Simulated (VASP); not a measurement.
# GaN in VASP: single point with PBEsol

Aim: the single point of GaN with PBEsol.

All numbers are computed with VASP 6.6.1; they aren't measurements. Logs are shortened: lines on timing, memory, paths and dates and some standing lists are left out, and cuts for length are marked.

### Step 1. The cell of the first run

The cell holds a slab with vacuum, 8 atoms: a = 3.181 Å, b = 3.181 Å, c = 24.872 Å, α = 90.00°, β = 90.00°, γ = 90.00°.

### Step 2. Single point, PBEsol

INCAR

```
SYSTEM = GaN
  PREC = Accurate
  ENCUT = 520
  EDIFF = 1E-6
  ISMEAR = 0
  SIGMA = 0.05
  LREAL = .FALSE.
  LASPH = .TRUE.
  NELM = 100
  ALGO = Normal
  ISIF = 2
  LWAVE = .FALSE.
  LCHARG = .TRUE.
  LDIPOL = .TRUE.
  IDIPOL = 3
  DIPOL = 0.5 0.5 0.501
  GGA = PS
  LELF = .TRUE.
  LVHAR = .TRUE.
  LVACPOTAV = .TRUE.
  NBANDS = 46
```

KPOINTS

```
regular mesh
0
G
  8 8 1
  0 0 0
```

POSCAR

```
GaN
1.0
    3.1807290382      0.0000000000      0.0000000000
    0.0000000000      3.1807290382      0.0000000000
    0.0000000000      0.0000000000     24.8719027521
N Ga
4 4
Direct
    0.0000000000      0.5000000000      0.3417510950
    0.5000000000      0.0000000000      0.4321790407
    0.0000000000      0.5000000000      0.5234878643
    0.5000000000      0.0000000000      0.6140613133
    0.5000000000      0.5000000000      0.3869650678
    0.0000000000      0.0000000000      0.4773930136
    0.5000000000      0.5000000000      0.5679422850
    0.0000000000      0.0000000000      0.6614544959
```

Potentials or basis: VASP PAW PBE potentials, release 64 (N, Ga_d).

Run with:

```console
cat potpaw_PBE.64/N/POTCAR potpaw_PBE.64/Ga_d/POTCAR > POTCAR
mpirun -np 1 vasp_std > vasp.out
```

OUTCAR:

```text
SYSTEM = GaN
   PREC = Accurate
   ENCUT = 520
   EDIFF = 1E-6
   ISMEAR = 0
   LREAL = .FALSE.
   LASPH = .TRUE.
   NELM = 100
   ISIF = 2
   GGA = PS

 ion  position               nearest neighbor table
   1  0.000  0.500  0.342-   5 1.95   5 1.95
   2  0.500  0.000  0.432-   5 1.95   6 1.95   5 1.95   6 1.95
   3  0.000  0.500  0.523-   7 1.94   7 1.94   6 1.96   6 1.96
   4  0.500  0.000  0.614-   7 1.96   7 1.96   8 1.98   8 1.98
   5  0.500  0.500  0.387-   1 1.95   1 1.95   2 1.95   2 1.95
   6  0.000  0.000  0.477-   2 1.95   2 1.95   3 1.96   3 1.96
   7  0.500  0.500  0.568-   3 1.94   3 1.94   4 1.96   4 1.96
   8  0.000  0.000  0.661-   4 1.98   4 1.98

  LATTYP: Found a simple tetragonal cell.
 ALAT       =     3.1807290382
 C/A-ratio  =     7.8195603754

  Lattice vectors:

 A1 = (   3.1807290382,   0.0000000000,   0.0000000000)
 A2 = (   0.0000000000,   3.1807290382,   0.0000000000)
 A3 = (   0.0000000000,   0.0000000000,  24.8719027521)

Analysis of symmetry for initial positions (statically):
=====================================================================
 Subroutine PRICEL returns:
 Original cell was already a primitive cell.

 Routine SETGRP: Setting up the symmetry group for a
 simple tetragonal supercell.

 Subroutine GETGRP returns: Found  4 space group operations
 (whereof  4 operations were pure point group operations)
 out of a pool of 16 trial point group operations.

The static configuration has the point symmetry C_2v.

Analysis of symmetry for dynamics (positions and initial velocities):
=====================================================================
 Subroutine PRICEL returns:
 Original cell was already a primitive cell.

 Routine SETGRP: Setting up the symmetry group for a
 simple tetragonal supercell.

 Subroutine GETGRP returns: Found  4 space group operations
 (whereof  4 operations were pure point group operations)
 out of a pool of 16 trial point group operations.

The dynamic configuration has the point symmetry C_2v.

 Subroutine INISYM returns: Found  4 space group operations
 (whereof  4 operations are pure point group operations),
 and found     1 'primitive' translations

----------------------------------------------------------------------------------------

                                     Primitive cell

  volume of cell :     251.6300

  direct lattice vectors                    reciprocal lattice vectors
     3.180729038  0.000000000  0.000000000     0.314393332  0.000000000  0.000000000
     0.000000000  3.180729038  0.000000000     0.000000000  0.314393332  0.000000000
     0.000000000  0.000000000 24.871902752     0.000000000  0.000000000  0.040206011

  length of vectors
     3.180729038  3.180729038 24.871902752     0.314393332  0.314393332  0.040206011

  position of ions in fractional coordinates (direct lattice)
     0.000000000  0.500000000  0.341751095
     0.500000000  0.000000000  0.432179041
     0.000000000  0.500000000  0.523487864
     0.500000000  0.000000000  0.614061313
     0.500000000  0.500000000  0.386965068
     0.000000000  0.000000000  0.477393014
     0.500000000  0.500000000  0.567942285
     0.000000000  0.000000000  0.661454496

  ion indices of the primitive-cell ions
   primitive index   ion index
                 1           1
                 2           2
                 3           3
                 4           4
                 5           5
                 6           6
                 7           7
                 8           8

----------------------------------------------------------------------------------------

 KPOINTS: regular mesh

Automatic generation of k-mesh.
 Grid dimensions read from file:
 generate k-points for:    8    8    1

 Generating k-lattice:

  Cartesian coordinates                     Fractional coordinates (reciprocal lattice)
     0.039299166  0.000000000  0.000000000     0.125000000  0.000000000  0.000000000
     0.000000000  0.039299166  0.000000000     0.000000000  0.125000000  0.000000000
     0.000000000  0.000000000  0.040206011     0.000000000  0.000000000  1.000000000

  Length of vectors
     0.039299166  0.039299166  0.040206011

  Shift w.r.t. Gamma in fractional coordinates (k-lattice)
     0.000000000  0.000000000  0.000000000

 Subroutine IBZKPT returns following result:
 ===========================================

 Found     25 irreducible k-points:

 Following reciprocal coordinates:
            Coordinates               Weight
  0.000000  0.000000  0.000000      1.000000
  0.125000  0.000000  0.000000      2.000000
  0.000000  0.125000  0.000000      2.000000
  0.250000  0.000000  0.000000      2.000000
  0.000000  0.250000  0.000000      2.000000
  0.375000  0.000000  0.000000      2.000000
[... 16 lines left out ...]
  0.500000  0.375000  0.000000      2.000000
 -0.375000  0.500000  0.000000      2.000000
   k-points           NKPTS =     25   k-points in BZ     NKDIM =     25   number of bands    NBANDS=     46
   number of dos      NEDOS =    301   number of ions     NIONS =      8
   total plane-waves  NPLWV = 110592
   dimension x,y,z NGX =    24 NGY =   24 NGZ =  192
   dimension x,y,z NGXF=    48 NGYF=   48 NGZF=  384
   ions per type =               4   4
   NGX,Y,Z   is equivalent  to a cutoff of  12.54, 12.54, 12.83 a.u.
   NGXF,Y,Z  is equivalent  to a cutoff of  25.09, 25.09, 25.67 a.u.
 SYSTEM =  GaN
   PREC   = accura    normal or accurate (medium, high low for compatibility)
   ISTART =      0    job   : 0-new  1-cont  2-samecut
   ICHARG =      2    charge: 1-file 2-atom 10-const
   ISPIN  =      1    spin polarized calculation?
   LNONCOLLINEAR =      F non collinear calculations
   LSORBIT =      F    spin-orbit coupling
   LASPH  =      T    aspherical Exc in radial PAW
   ENCUT  =  520.0 eV  38.22 Ry    6.18 a.u.   5.91  5.91 46.25*2*pi/ulx,y,z
   NELM   =    100;   NELMIN=  2; NELMDL= -5     # of ELM steps
   EDIFF  = 0.1E-05   stopping-criterion for ELM
   LREAL  =      F    real-space projection
   EDIFFG = 0.1E-04   stopping-criterion for IOM
   NSW    =      0    number of steps for IOM
   IBRION =     -1    ionic relax: 0-MD 1-quasi-New 2-CG
   NFREE  =      0    steps in history (QN), initial steepest desc. (CG)
   ISIF   =      2    stress and relaxation
   ISYM   =      2    0-nonsym 1-usesym 2-fastsym
   POTIM  = 0.5000    time-step for ionic-motion
   TEBEG  =    0.0;   TEEND  =   0.0 temperature during run
   PSTRESS=    0.0 pullay stress
   NELECT =      72.0000    total number of electrons
   NUPDOWN=      -1.0000    fix difference up-down
   EMIN   =  10.00;   EMAX   =-10.00  energy-range for DOS
   EFERMI =   0.00;   METHOD = LEGACY
   ISMEAR =     0;   SIGMA  =   0.05  broadening in eV -4-tet -1-fermi 0-gaus
   EFERMI_NEDOS =   21; number of points for ismear=-14 and -15
   IALGO  =     38    algorithm
   IMIX   =      4    mixing-type and parameters
     AMIX     =   0.40;   BMIX     =  1.00
     AMIX_MAG =   1.60;   BMIX_MAG =  1.00
  volume/ion in A,a.u.               =      31.45       212.26
  Fermi-wavevector in a.u.,A,eV,Ry     =   1.078777  2.038592 15.833904  1.163759
  Thomas-Fermi vector in A             =   2.214724
   LORBIT       =      0    0 simple, 1 ext, 2 COOP (PROOUT), +10 PAW based schemes
   GGA     = PS    functional components
   LHFCALC =     F    Hartree Fock is set to
   AEXX    =    0.0000 exact exchange contribution
   IVDW    =     0    specifies the selected vdW correction
   LEPSILON=     F    determine dielectric tensor
   LRPA    =     F    only Hartree local field effects (RPA)
 non-spin polarized calculation
 Gauss-broadening in eV      SIGMA  =   0.05
  energy-cutoff  :      520.00
  volume of cell :      251.63
 maximum number of plane-waves:      6848
   NGX = 11   NGY = 11   NGZ = 93

 dipolmoment           0.000000      0.000000      0.004154 electrons x Angstroem

 number of electron      71.9999975 magnetization

 dipolmoment           0.000000      0.000000     -0.169586 electrons x Angstroem

 Free energy of the ion-electron system (eV)
  ---------------------------------------------------
  ext. energy  EPLUGINS =         0.00000000
  ---------------------------------------------------
  free energy    TOTEN  =       -46.62814130 eV

  energy without entropy =      -46.61944716  energy(sigma->0) =      -46.62379423

 E-fermi :  -2.2390     XC(G=0):  -5.1289

 val. band max:       -2.2416622998   @ k =   0.0000   0.1250   0.0000
 cond. band min:      -2.2307919651   @ k =   0.0000   0.0000   0.0000
 fundamental gap:      0.0108703347
 Fermi energy:        -2.2390284770

 k-point     1 :       0.0000    0.0000    0.0000
  band No.  band energies     occupation
      1     -18.6606      2.00000
      2     -18.1157      2.00000
      3     -17.7481      2.00000
      4     -16.6224      2.00000
      5     -16.5696      2.00000
      6     -16.5619      2.00000
[... 38 lines left out ...]
     45       4.8398      0.00000
     46       5.8616      0.00000

 k-point     2 :       0.1250    0.0000    0.0000
  band No.  band energies     occupation
      1     -18.5657      2.00000
      2     -18.0809      2.00000
      3     -17.7240      2.00000
      4     -16.6539      2.00000
      5     -16.5591      2.00000
      6     -16.5374      2.00000
[... 38 lines left out ...]
     45       5.0388      0.00000
     46       5.7238      0.00000

 k-point     3 :       0.0000    0.1250    0.0000
  band No.  band energies     occupation
      1     -18.5650      2.00000
      2     -18.0790      2.00000
      3     -17.7247      2.00000
      4     -16.6009      2.00000
      5     -16.5673      2.00000
      6     -16.5667      2.00000
[... 1018 lines left out ...]
     45       5.4393      0.00000
     46       5.8570      0.00000

 k-point    24 :      -0.3750    0.5000    0.0000
  band No.  band energies     occupation
      1     -17.9101      2.00000
      2     -17.8202      2.00000
      3     -17.4101      2.00000
      4     -16.6133      2.00000
      5     -16.5824      2.00000
      6     -16.5725      2.00000
[... 38 lines left out ...]
     45       5.6023      0.00000
     46       5.7709      0.00000

 [... further k-points ...]

------------------------ aborting loop because EDIFF is reached ----------------------------------------

  FORCE on cell =-STRESS in cart. coord.  units (eV):
  Direction    XX          YY          ZZ          XY          YZ          ZX
  --------------------------------------------------------------------------------------
  -------------------------------------------------------------------------------------
  Total       -1.1160466     -2.6958383     -1.5411857      0.0000000      0.0000000      0.0000000
  in kB       -7.1060878    -17.1649312     -9.8130317      0.0000000      0.0000000      0.0000000
  external PRESSURE =     -11.3613502 kB  Pullay stress =       0.0000000 kB

 VOLUME and BASIS-vectors are now :
 -----------------------------------------------------------------------------
  energy-cutoff  :      520.00
  volume of cell :      251.63
      direct lattice vectors                 reciprocal lattice vectors
     3.180729038  0.000000000  0.000000000     0.314393332  0.000000000  0.000000000
     0.000000000  3.180729038  0.000000000     0.000000000  0.314393332  0.000000000
     0.000000000  0.000000000 24.871902752     0.000000000  0.000000000  0.040206011

 POSITION                                       TOTAL-FORCE (eV/Angst)
 -----------------------------------------------------------------------------------
      0.00000      1.59036      8.50000         0.000000      0.000000      1.399546
      1.59036      0.00000     10.74912         0.000000      0.000000      0.795612
      0.00000      1.59036     13.02014         0.000000      0.000000      0.003425
      1.59036      0.00000     15.27287         0.000000      0.000000     -0.008530
      1.59036      1.59036      9.62456         0.000000      0.000000     -1.846974
      0.00000      0.00000     11.87367         0.000000      0.000000     -0.345344
      1.59036      1.59036     14.12581         0.000000      0.000000      0.007564
      0.00000      0.00000     16.45163         0.000000      0.000000     -0.005299
 -----------------------------------------------------------------------------------
    total drift:                                0.000000      0.000000     -0.000774

  FREE ENERGIE OF THE ION-ELECTRON SYSTEM (eV)
  ---------------------------------------------------
  free  energy   TOTEN  =       -46.6281413035 eV

  energy  without entropy=      -46.6194471602  energy(sigma->0) =      -46.62379423

 vacuum level on the upper side and lower side of the slab         3.054         6.087
```

It took 17 min on 1 thread of Intel Xeon 8259CL, shared host; peak memory 0.46 GiB.

What came out:

```
Free energy   : -46.6281 eV
Largest force : 1.847 eV/Å
```

Forces on the atoms (eV/Å):
```
N    0.000  0.000  1.400
N    0.000  0.000  0.796
N    0.000  0.000  0.003
N    0.000  0.000 -0.009
Ga   0.000  0.000 -1.847
Ga   0.000  0.000 -0.345
Ga   0.000  0.000  0.008
Ga   0.000  0.000 -0.005
```

Caveat: the PAW data sets were made with another functional, which shifts forces and pressure a little.
